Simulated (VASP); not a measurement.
# MoS2 in VASP: single point with PBEsol

Aim: the single point of MoS2 with PBEsol.

All numbers are computed with VASP 6.6.1; they aren't measurements. Logs are shortened: lines on timing, memory, paths and dates and some standing lists are left out, and cuts for length are marked.

**1. The cell of the first run**

The cell holds a slab with vacuum, 9 atoms: a = 3.184 Å, b = 3.184 Å, c = 28.387 Å, α = 90.00°, β = 90.00°, γ = 120.00°.

**2. Single point, PBEsol**

File INCAR:

```
PREC = Accurate ; ENCUT = 520
EDIFF = 1E-7 ; ISMEAR = 1
SIGMA = 0.05 ; LREAL = F
LASPH = T ; NELM = 80
ALGO = Normal ; ISIF = 2
LWAVE = F ; LCHARG = F
GGA = PS ; NBANDS = 49
```

File KPOINTS:

```
regular mesh
0
Gamma
  9 9 1
```

File POSCAR:

```
MoS2
1.0
    3.1840160000      0.0000000000      0.0000000000
   -1.5920080000      2.7574380000      0.0000000000
    0.0000000000      0.0000000000     28.3873200000
Mo S
3 6
Direct
    0.6666666667      0.3333333333      0.0000000000
    0.3333333333      0.6666666667      0.7718350000
    0.3333333333      0.6666666667      0.2281650000
    0.3333333333      0.6666666667      0.0546660000
    0.6666666667      0.3333333333      0.8265070000
    0.6666666667      0.3333333333      0.2828120000
    0.3333333333      0.6666666667      0.9453340000
    0.6666666667      0.3333333333      0.7171880000
    0.6666666667      0.3333333333      0.1734930000
```

Potentials or basis: VASP PAW PBE potentials, release 64 (Mo_sv, S).

Run with:

```sh
> cat potpaw_PBE.64/Mo_sv/POTCAR potpaw_PBE.64/S/POTCAR > POTCAR
> mpirun -np 1 vasp_std > vasp.out
```

OUTCAR:

```text
PREC = Accurate
   ENCUT = 520
   EDIFF = 1E-7
   ISMEAR = 1
   LREAL = F
   LASPH = T
   NELM = 80
   ISIF = 2
   GGA = PS

 ion  position               nearest neighbor table
   1  0.667  0.333  0.000-   4 2.41   7 2.41   4 2.41   7 2.41   4 2.41   7 2.41
   2  0.333  0.667  0.772-   8 2.41   8 2.41   8 2.41   5 2.41   5 2.41   5 2.41
   3  0.333  0.667  0.228-   6 2.41   6 2.41   6 2.41   9 2.41   9 2.41   9 2.41
   4  0.333  0.667  0.055-   1 2.41   1 2.41   1 2.41
   5  0.667  0.333  0.827-   2 2.41   2 2.41   2 2.41
   6  0.667  0.333  0.283-   3 2.41   3 2.41   3 2.41
   7  0.333  0.667  0.945-   1 2.41   1 2.41   1 2.41
   8  0.667  0.333  0.717-   2 2.41   2 2.41   2 2.41
   9  0.667  0.333  0.173-   3 2.41   3 2.41   3 2.41

  LATTYP: Found a hexagonal cell.
 ALAT       =     3.1840160000
 C/A-ratio  =     8.9155707760

  Lattice vectors:

 A1 = (   3.1840160000,   0.0000000000,   0.0000000000)
 A2 = (  -1.5920080000,   2.7574380000,   0.0000000000)
 A3 = (   0.0000000000,   0.0000000000,  28.3873200000)

Analysis of symmetry for initial positions (statically):
=====================================================================
 Subroutine PRICEL returns:
 Original cell was already a primitive cell.

 Routine SETGRP: Setting up the symmetry group for a
 hexagonal supercell.

 Subroutine GETGRP returns: Found 12 space group operations
 (whereof 12 operations were pure point group operations)
 out of a pool of 24 trial point group operations.

The static configuration has the point symmetry D_3h.

Analysis of symmetry for dynamics (positions and initial velocities):
=====================================================================
 Subroutine PRICEL returns:
 Original cell was already a primitive cell.

 Routine SETGRP: Setting up the symmetry group for a
 hexagonal supercell.

 Subroutine GETGRP returns: Found 12 space group operations
 (whereof 12 operations were pure point group operations)
 out of a pool of 24 trial point group operations.

The dynamic configuration has the point symmetry D_3h.

 Subroutine INISYM returns: Found 12 space group operations
 (whereof 12 operations are pure point group operations),
 and found     1 'primitive' translations

----------------------------------------------------------------------------------------

                                     Primitive cell

  volume of cell :     249.2329

  direct lattice vectors                    reciprocal lattice vectors
     3.184016000  0.000000000  0.000000000     0.314068774  0.181327740  0.000000000
    -1.592008000  2.757438000  0.000000000     0.000000000  0.362655479  0.000000000
     0.000000000  0.000000000 28.387320000     0.000000000  0.000000000  0.035226996

  length of vectors
     3.184016000  3.184015357 28.387320000     0.362655406  0.362655479  0.035226996

  position of ions in fractional coordinates (direct lattice)
     0.666666667  0.333333333  0.000000000
     0.333333333  0.666666667  0.771835000
     0.333333333  0.666666667  0.228165000
     0.333333333  0.666666667  0.054666000
     0.666666667  0.333333333  0.826507000
     0.666666667  0.333333333  0.282812000
     0.333333333  0.666666667  0.945334000
     0.666666667  0.333333333  0.717188000
     0.666666667  0.333333333  0.173493000

  ion indices of the primitive-cell ions
   primitive index   ion index
                 1           1
                 2           2
                 3           3
                 4           4
                 5           5
                 6           6
                 7           7
                 8           8
                 9           9

----------------------------------------------------------------------------------------

 KPOINTS: regular mesh

Automatic generation of k-mesh.
 Grid dimensions read from file:
 generate k-points for:    9    9    1

 Generating k-lattice:

  Cartesian coordinates                     Fractional coordinates (reciprocal lattice)
     0.034896530  0.020147527  0.000000000     0.111111111  0.000000000  0.000000000
     0.000000000  0.040295053  0.000000000     0.000000000  0.111111111  0.000000000
     0.000000000  0.000000000  0.035226996     0.000000000  0.000000000  1.000000000

  Length of vectors
     0.040295045  0.040295053  0.035226996

  Shift w.r.t. Gamma in fractional coordinates (k-lattice)
     0.000000000  0.000000000  0.000000000

 Subroutine IBZKPT returns following result:
 ===========================================

 Found     12 irreducible k-points:

 Following reciprocal coordinates:
            Coordinates               Weight
  0.000000  0.000000  0.000000      1.000000
  0.111111 -0.000000  0.000000      6.000000
  0.222222  0.000000  0.000000      6.000000
  0.333333  0.000000  0.000000      6.000000
  0.444444  0.000000  0.000000      6.000000
  0.111111  0.111111  0.000000      6.000000
  0.222222  0.111111  0.000000     12.000000
  0.333333  0.111111  0.000000     12.000000
  0.444444  0.111111  0.000000      6.000000
  0.222222  0.222222  0.000000      6.000000
  0.333333  0.222222  0.000000     12.000000
  0.333333  0.333333  0.000000      2.000000
   k-points           NKPTS =     12   k-points in BZ     NKDIM =     12   number of bands    NBANDS=     49
   number of dos      NEDOS =    301   number of ions     NIONS =      9
   total plane-waves  NPLWV = 124416
   dimension x,y,z NGX =    24 NGY =   24 NGZ =  216
   dimension x,y,z NGXF=    48 NGYF=   48 NGZF=  432
   ions per type =               3   6
   NGX,Y,Z   is equivalent  to a cutoff of  12.53, 12.53, 12.65 a.u.
   NGXF,Y,Z  is equivalent  to a cutoff of  25.06, 25.06, 25.30 a.u.
 SYSTEM =  unknown system
   PREC   = accura    normal or accurate (medium, high low for compatibility)
   ISTART =      0    job   : 0-new  1-cont  2-samecut
   ICHARG =      2    charge: 1-file 2-atom 10-const
   ISPIN  =      1    spin polarized calculation?
   LNONCOLLINEAR =      F non collinear calculations
   LSORBIT =      F    spin-orbit coupling
   LASPH  =      T    aspherical Exc in radial PAW
   ENCUT  =  520.0 eV  38.22 Ry    6.18 a.u.   5.92  5.92 52.78*2*pi/ulx,y,z
   NELM   =     80;   NELMIN=  2; NELMDL= -5     # of ELM steps
   EDIFF  = 0.1E-06   stopping-criterion for ELM
   LREAL  =      F    real-space projection
   EDIFFG = 0.1E-05   stopping-criterion for IOM
   NSW    =      0    number of steps for IOM
   IBRION =     -1    ionic relax: 0-MD 1-quasi-New 2-CG
   NFREE  =      0    steps in history (QN), initial steepest desc. (CG)
   ISIF   =      2    stress and relaxation
   ISYM   =      2    0-nonsym 1-usesym 2-fastsym
   POTIM  = 0.5000    time-step for ionic-motion
   TEBEG  =    0.0;   TEEND  =   0.0 temperature during run
   PSTRESS=    0.0 pullay stress
   NELECT =      78.0000    total number of electrons
   NUPDOWN=      -1.0000    fix difference up-down
   EMIN   =  10.00;   EMAX   =-10.00  energy-range for DOS
   EFERMI =   0.00;   METHOD = LEGACY
   ISMEAR =     1;   SIGMA  =   0.05  broadening in eV -4-tet -1-fermi 0-gaus
   EFERMI_NEDOS =   21; number of points for ismear=-14 and -15
   IALGO  =     38    algorithm
   IMIX   =      4    mixing-type and parameters
     AMIX     =   0.40;   BMIX     =  1.00
     AMIX_MAG =   1.60;   BMIX_MAG =  1.00
  volume/ion in A,a.u.               =      27.69       186.88
  Fermi-wavevector in a.u.,A,eV,Ry     =   1.111487  2.100407 16.808697  1.235404
  Thomas-Fermi vector in A             =   2.248051
   LORBIT       =      0    0 simple, 1 ext, 2 COOP (PROOUT), +10 PAW based schemes
   GGA     = PS    functional components
   LHFCALC =     F    Hartree Fock is set to
   AEXX    =    0.0000 exact exchange contribution
   IVDW    =     0    specifies the selected vdW correction
   LEPSILON=     F    determine dielectric tensor
   LRPA    =     F    only Hartree local field effects (RPA)
 non-spin polarized calculation
 Methfessel and Paxton  Order N= 1 SIGMA  =   0.05
  energy-cutoff  :      520.00
  volume of cell :      249.23
 maximum number of plane-waves:      6744
 NGX is ok and might be reduce to    24
   NGX = 11   NGY = 11   NGZ =105

 number of electron      77.9999999 magnetization

 Free energy of the ion-electron system (eV)
  ---------------------------------------------------
  ext. energy  EPLUGINS =         0.00000000
  ---------------------------------------------------
  free energy    TOTEN  =       -70.27307676 eV

  energy without entropy =      -70.27311255  energy(sigma->0) =      -70.27308869

 E-fermi :   2.7315     XC(G=0):  -7.5137

 val. band max:        2.6893935454   @ k =   0.0000   0.0000   0.0000
 cond. band min:       3.8654804129   @ k =   0.3333   0.3333   0.0000
 fundamental gap:      1.1760868675
 Fermi energy:         2.7314876566

 k-point     1 :       0.0000    0.0000    0.0000
  band No.  band energies     occupation
      1     -58.5244      2.00000
      2     -58.5238      2.00000
      3     -58.5238      2.00000
      4     -32.7040      2.00000
      5     -32.7033      2.00000
      6     -32.7033      2.00000
[... 41 lines left out ...]
     48       5.2949      0.00000
     49       5.3124      0.00000

 k-point     2 :       0.1111   -0.0000    0.0000
  band No.  band energies     occupation
      1     -58.5200      2.00000
      2     -58.5194      2.00000
      3     -58.5194      2.00000
      4     -32.6951      2.00000
      5     -32.6945      2.00000
      6     -32.6945      2.00000
[... 41 lines left out ...]
     48       5.1252      0.00000
     49       5.3049      0.00000

 k-point     3 :       0.2222    0.0000    0.0000
  band No.  band energies     occupation
      1     -58.5088      2.00000
      2     -58.5082      2.00000
      3     -58.5081      2.00000
      4     -32.6727      2.00000
      5     -32.6720      2.00000
      6     -32.6720      2.00000
[... 457 lines left out ...]
     48       5.6920      0.00000
     49       6.7196      0.00000

 k-point    12 :       0.3333    0.3333    0.0000
  band No.  band energies     occupation
      1     -58.4817      2.00000
      2     -58.4811      2.00000
      3     -58.4811      2.00000
      4     -32.7774      2.00000
      5     -32.7766      2.00000
      6     -32.7766      2.00000
[... 41 lines left out ...]
     48       5.8123      0.00000
     49       7.0987      0.00000

------------------------ aborting loop because EDIFF is reached ----------------------------------------

  FORCE on cell =-STRESS in cart. coord.  units (eV):
  Direction    XX          YY          ZZ          XY          YZ          ZX
  --------------------------------------------------------------------------------------
  -------------------------------------------------------------------------------------
  Total       -4.1993817     -4.1993794     -1.5861232      0.0000000      0.0000000      0.0000000
  in kB      -26.9954482    -26.9954336    -10.1962884      0.0000000      0.0000000      0.0000000
  external PRESSURE =     -21.3957234 kB  Pullay stress =       0.0000000 kB

 VOLUME and BASIS-vectors are now :
 -----------------------------------------------------------------------------
  energy-cutoff  :      520.00
  volume of cell :      249.23
      direct lattice vectors                 reciprocal lattice vectors
     3.184016000  0.000000000  0.000000000     0.314068774  0.181327740  0.000000000
    -1.592008000  2.757438000  0.000000000     0.000000000  0.362655479  0.000000000
     0.000000000  0.000000000 28.387320000     0.000000000  0.000000000  0.035226996

 POSITION                                       TOTAL-FORCE (eV/Angst)
 -----------------------------------------------------------------------------------
      1.59201      0.91915      0.00000        -0.000000     -0.000000      0.000000
     -0.00000      1.83829     21.91033        -0.000000     -0.000000     -0.000512
     -0.00000      1.83829      6.47699        -0.000000      0.000000      0.000512
     -0.00000      1.83829      1.55182        -0.000000     -0.000000     -0.123077
      1.59201      0.91915     23.46232         0.000000     -0.000000     -0.123669
      1.59201      0.91915      8.02827         0.000000      0.000000     -0.146580
     -0.00000      1.83829     26.83550        -0.000000     -0.000000      0.123077
      1.59201      0.91915     20.35905         0.000000     -0.000000      0.146580
      1.59201      0.91915      4.92500         0.000000     -0.000000      0.123669
 -----------------------------------------------------------------------------------
    total drift:                                0.000000     -0.000008      0.000000

  FREE ENERGIE OF THE ION-ELECTRON SYSTEM (eV)
  ---------------------------------------------------
  free  energy   TOTEN  =       -70.2730767619 eV

  energy  without entropy=      -70.2731125514  energy(sigma->0) =      -70.27308869
```

Run time: 4.4 min. Hardware: 1 thread of Intel Xeon Platinum 8259CL at 2.50GHz (Skylake/Cascade Lake), shared host; peak memory 0.39 GiB.

What came out:

* Free energy: -70.2731 eV
* Largest force: 0.147 eV/Å
* Band gap on the k mesh: 1.18 eV, indirect (least direct gap 1.63 eV)

Forces on the atoms (eV/Å):
```
Mo   0.000  0.000  0.000
Mo   0.000  0.000 -0.001
Mo   0.000  0.000  0.001
S    0.000  0.000 -0.123
S    0.000  0.000 -0.124
S    0.000  0.000 -0.147
S    0.000  0.000  0.123
S    0.000  0.000  0.147
S    0.000  0.000  0.124
```

Caveat: the PAW data sets were made with another functional, which shifts forces and pressure a little.
